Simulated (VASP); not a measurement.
Write the native input for VASP 6.6.1 that does the following.

* Task: single point
* Functional: PBEsol
* Potentials or basis: VASP PAW PBE potentials, release 64 (As)
* Cutoff: 520 eV
* k mesh: 10 × 10 × 10
* Occupations: fermi-dirac, width 0.05 eV
* Spin: no spin polarisation
* Dipole correction: no
* Further INCAR settings: ALGO = Normal; EDIFF = 1e-06; NBANDS = 8

The structure of As lies in POSCAR:

```
As
1.0
    2.5043850438      0.0000000000      0.0000000000
    0.0000000000      2.5043850438      0.0000000000
    0.0000000000      0.0000000000      2.5043850438
As
1
Direct
    0.5000000000      0.5000000000      0.5000000000
```

The input as run:

INCAR

```
SYSTEM = As
ALGO = Normal
EDIFF = 1E-6
ENCUT = 520
GGA = PS
ISIF = 2
ISMEAR = -1
LASPH = .TRUE.
LCHARG = .TRUE.
LELF = .TRUE.
LREAL = .FALSE.
LVHAR = .TRUE.
LWAVE = .FALSE.
NBANDS = 8
NELM = 80
PREC = Accurate
SIGMA = 0.05
```

KPOINTS

```
k-points
0
G
  10 10 10
  0 0 0
```

Potentials or basis: VASP PAW PBE potentials, release 64 (As).

Launch:

```bash
$ cat potpaw_PBE.64/As/POTCAR > POTCAR
$ mpirun -np 1 vasp_std > vasp.out
```

Results of the run:

```json
{
  "Pressure": "31.2 GPa"
}
```

Caveat: the PAW data sets were made with another functional, which shifts forces and pressure a little.

Run time: 5.9 s on 1 thread of AMD EPYC 7R43 64-Core Processor (Zen 3), with other jobs on the host, peak memory 0.08 GiB.
